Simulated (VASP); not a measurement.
# MgO (P6_3/mmc) in VASP: a series of runs, part 2 of 2

VASP 6.6.1.

**4. Single point, LDA**

This run uses another cell than the first one, of 10.67 Å³/atom.

Contents of INCAR:

```
SYSTEM = MgO
  PREC = Accurate
  ENCUT = 750
  EDIFF = 1E-6
  ISMEAR = -1
  SIGMA = 0.02
  LREAL = .FALSE.
  LASPH = .TRUE.
  NELM = 120
  ALGO = Normal
  ISIF = 2
  LWAVE = .FALSE.
  LCHARG = .TRUE.
  LELF = .TRUE.
  LVHAR = .TRUE.
  NBANDS = 24
  GGA_COMPAT = .FALSE.
```

Contents of KPOINTS:

```
Automatic mesh
0
G
  12 12 6
  0 0 0
```

Contents of POSCAR:

```
MgO
1.0
    3.4511490779      0.0000000000      0.0000000000
   -1.7255745390      2.9887827737      0.0000000000
    0.0000000000      0.0000000000      4.1376105662
Mg O
2 2
Direct
    0.6666666667      0.3333333333      0.7500000000
    0.3333333333      0.6666666667      0.2500000000
    0.6666666667      0.3333333333      0.2500000000
    0.3333333333      0.6666666667      0.7500000000
```

Potentials or basis: VASP PAW LDA potentials, release 64 (Mg_sv, O).

Started as:

```sh
$ cat potpaw_LDA.64/Mg_sv/POTCAR potpaw_LDA.64/O/POTCAR > POTCAR
$ mpirun -np 1 vasp_std > vasp.out
```

OUTCAR:

```text
SYSTEM = MgO
   PREC = Accurate
   ENCUT = 750
   EDIFF = 1E-6
   ISMEAR = -1
   LREAL = .FALSE.
   LASPH = .TRUE.
   NELM = 120
   ISIF = 2

 ion  position               nearest neighbor table
   1  0.667  0.333  0.750-   4 1.99   4 1.99   4 1.99   3 2.07   3 2.07
   2  0.333  0.667  0.250-   3 1.99   3 1.99   3 1.99   4 2.07   4 2.07
   3  0.667  0.333  0.250-   2 1.99   2 1.99   2 1.99   1 2.07   1 2.07
   4  0.333  0.667  0.750-   1 1.99   1 1.99   1 1.99   2 2.07   2 2.07

  LATTYP: Found a hexagonal cell.
 ALAT       =     3.4511490779
 C/A-ratio  =     1.1989080949

  Lattice vectors:

 A1 = (   3.4511490779,   0.0000000000,   0.0000000000)
 A2 = (  -1.7255745390,   2.9887827737,   0.0000000000)
 A3 = (   0.0000000000,   0.0000000000,   4.1376105662)

Analysis of symmetry for initial positions (statically):
=====================================================================
 Subroutine PRICEL returns:
 Original cell was already a primitive cell.

 Routine SETGRP: Setting up the symmetry group for a
 hexagonal supercell.

 Subroutine GETGRP returns: Found 24 space group operations
 (whereof 12 operations were pure point group operations)
 out of a pool of 24 trial point group operations.

The static configuration has the point symmetry D_3d.
 The point group associated with its full space group is D_6h.

Analysis of symmetry for dynamics (positions and initial velocities):
=====================================================================
 Subroutine PRICEL returns:
 Original cell was already a primitive cell.

 Routine SETGRP: Setting up the symmetry group for a
 hexagonal supercell.

 Subroutine GETGRP returns: Found 24 space group operations
 (whereof 12 operations were pure point group operations)
 out of a pool of 24 trial point group operations.

The dynamic configuration has the point symmetry D_3d.
 The point group associated with its full space group is D_6h.
[... 114 lines left out ...]
   NELECT =      32.0000    total number of electrons
   NUPDOWN=      -1.0000    fix difference up-down
   EMIN   =  10.00;   EMAX   =-10.00  energy-range for DOS
   EFERMI =   0.00;   METHOD = LEGACY
   ISMEAR =    -1;   SIGMA  =   0.02  broadening in eV -4-tet -1-fermi 0-gaus
   EFERMI_NEDOS =   21; number of points for ismear=-14 and -15
   IALGO  =     38    algorithm
   IMIX   =      4    mixing-type and parameters
     AMIX     =   0.40;   BMIX     =  1.00
     AMIX_MAG =   1.60;   BMIX_MAG =  1.00
  volume/ion in A,a.u.               =      10.67        72.00
  Fermi-wavevector in a.u.,A,eV,Ry     =   1.487267  2.810527 30.095584  2.211963
  Thomas-Fermi vector in A             =   2.600449
   LORBIT       =      0    0 simple, 1 ext, 2 COOP (PROOUT), +10 PAW based schemes
   GGA     = CA    functional components
   LHFCALC =     F    Hartree Fock is set to
   AEXX    =    0.0000 exact exchange contribution
   IVDW    =     0    specifies the selected vdW correction
   LEPSILON=     F    determine dielectric tensor
   LRPA    =     F    only Hartree local field effects (RPA)
 non-spin polarized calculation
  energy-cutoff  :      750.00
  volume of cell :       42.68
 maximum number of plane-waves:      2016
 NGX is ok and might be reduce to    32
   NGX = 15   NGY = 15   NGZ = 19

 number of electron      32.0000012 magnetization

 Free energy of the ion-electron system (eV)
  ---------------------------------------------------
  ext. energy  EPLUGINS =         0.00000000
  ---------------------------------------------------
  free energy    TOTEN  =       -26.15354573 eV

  energy without entropy =      -26.15354573  energy(sigma->0) =      -26.15354573

 E-fermi :   1.9659     XC(G=0): -11.0355

 val. band max:        1.6197184692   @ k =   0.0000   0.0000   0.0000
 cond. band min:       5.1154815953   @ k =   0.0000   0.0000   0.0000
 fundamental gap:      3.4957631260
 Fermi energy:         1.9659485567

 k-point     1 :       0.0000    0.0000    0.0000
  band No.  band energies     occupation
      1     -69.5807      2.00000
      2     -69.5646      2.00000
      3     -37.1201      2.00000
      4     -37.0946      2.00000
      5     -37.0946      2.00000
      6     -37.0628      2.00000
[... 637 lines left out ...]
     23      15.8352      0.00000
     24      16.1654      0.00000

 [... further k-points ...]
[... 5 lines left out ...]
  --------------------------------------------------------------------------------------
  -------------------------------------------------------------------------------------
  Total        0.0191280      0.0191280      0.0263858     -0.0000000     -0.0000000      0.0000000
  in kB        0.7180797      0.7180797      0.9905441     -0.0000000     -0.0000000      0.0000000
  external PRESSURE =       0.8089012 kB  Pullay stress =       0.0000000 kB

 VOLUME and BASIS-vectors are now :
 -----------------------------------------------------------------------------
  energy-cutoff  :      750.00
  volume of cell :       42.68
      direct lattice vectors                 reciprocal lattice vectors
     3.451149078  0.000000000  0.000000000     0.289758564  0.167292185  0.000000000
    -1.725574539  2.988782774  0.000000000     0.000000000  0.334584370  0.000000000
     0.000000000  0.000000000  4.137610566     0.000000000  0.000000000  0.241685384

 POSITION                                       TOTAL-FORCE (eV/Angst)
 -----------------------------------------------------------------------------------
      1.72557      0.99626      3.10321         0.000000      0.000000      0.000000
     -0.00000      1.99252      1.03440         0.000000     -0.000000     -0.000000
      1.72557      0.99626      1.03440        -0.000000     -0.000000      0.000000
     -0.00000      1.99252      3.10321         0.000000      0.000000      0.000000
 -----------------------------------------------------------------------------------
    total drift:                                0.000000      0.000000     -0.000000

  FREE ENERGIE OF THE ION-ELECTRON SYSTEM (eV)
  ---------------------------------------------------
  free  energy   TOTEN  =       -26.1535457279 eV

  energy  without entropy=      -26.1535457279  energy(sigma->0) =      -26.15354573
```

OSZICAR:

```text
N       E                     dE             d eps       ncg     rms          rms(c)
DAV:   1     0.405971877066E+03    0.40597E+03   -0.25165E+04  3704   0.200E+03
DAV:   2     0.622280338003E+01   -0.39975E+03   -0.38503E+03  4176   0.562E+02
DAV:   3    -0.271872350728E+02   -0.33410E+02   -0.32729E+02  6080   0.128E+02
DAV:   4    -0.301585480811E+02   -0.29713E+01   -0.29635E+01  3976   0.356E+01
DAV:   5    -0.302832335963E+02   -0.12469E+00   -0.12468E+00  4240   0.554E+00    0.128E+01
DAV:   6    -0.263251008538E+02    0.39581E+01   -0.98669E+00  4016   0.207E+01    0.420E+00
DAV:   7    -0.262287655788E+02    0.96335E-01   -0.42946E-01  4392   0.471E+00    0.243E+00
DAV:   8    -0.261565168571E+02    0.72249E-01   -0.13194E-01  4128   0.292E+00    0.464E-01
DAV:   9    -0.261533326874E+02    0.31842E-02   -0.11320E-02  5120   0.754E-01    0.120E-01
DAV:  10    -0.261535595717E+02   -0.22688E-03   -0.77151E-04  4104   0.183E-01    0.298E-02
DAV:  11    -0.261535492389E+02    0.10333E-04   -0.23233E-05  4176   0.394E-02    0.182E-02
DAV:  12    -0.261535457433E+02    0.34956E-05   -0.85734E-06  4136   0.332E-02    0.296E-03
DAV:  13    -0.261535457279E+02    0.15412E-07   -0.90705E-07  2480   0.791E-03
   1 F= -.26153546E+02 E0= -.26153546E+02  d E =-.347777E-10
```

stdout:

```text
POSCAR found type information on POSCAR MgO
 POSCAR found :  2 types and       4 ions
 scaLAPACK will be used
 LDA part: xc-table for (Slater(with rela. corr.)+CA(PZ))
 , standard interpolation
 POSCAR, INCAR and KPOINTS ok, starting setup
 FFT: planning ... GRIDC
 FFT: planning ... GRID_SOFT
 FFT: planning ... GRID
 WAVECAR not read
 entering main loop
```

Wall time 94 s (1 thread of AMD EPYC 9R45 (Zen 5), shared host); peak memory 0.2 GiB.

Results:

```yaml
Free_energy: -26.1535 eV
Pressure: 0.1 GPa
Band_gap_on_the_k_mesh: 3.50 eV
```

A k mesh can miss the band edges.

**5. The runs side by side**

```tsv
level	potentials or basis	cell	smearing	gap on the mesh (eV)	pressure (GPa)
r2SCAN	VASP PAW PBE potentials, release 64 (Mg_sv, O)	a = 3.484, b = 3.484, c = 4.185 Å, angles 90.0, 90.0, 120.0°, 4 atoms	fermi-dirac 0.02 eV	4.10	0.0
LDA	VASP PAW LDA potentials, release 64 (Mg_sv, O)	a = 3.484, b = 3.484, c = 4.185 Å, angles 90.0, 90.0, 120.0°, 4 atoms	gaussian 0.01 eV	3.34	-4.1
LDA	VASP PAW LDA potentials, release 64 (Mg_sv, O)	a = 3.451, b = 3.451, c = 4.138 Å, angles 90.0, 90.0, 120.0°, 4 atoms	fermi-dirac 0.02 eV	3.50	0.1
```

Alike in all rows: task single point; no spin polarisation; k mesh 12 × 12 × 6; cutoff (eV) 750.

Caveats: the PAW data sets were made with another functional, which shifts forces and pressure a little (at least some runs); the cell stands under tension (at least some runs).

Absolute energies hang on the potentials; compare differences alone.
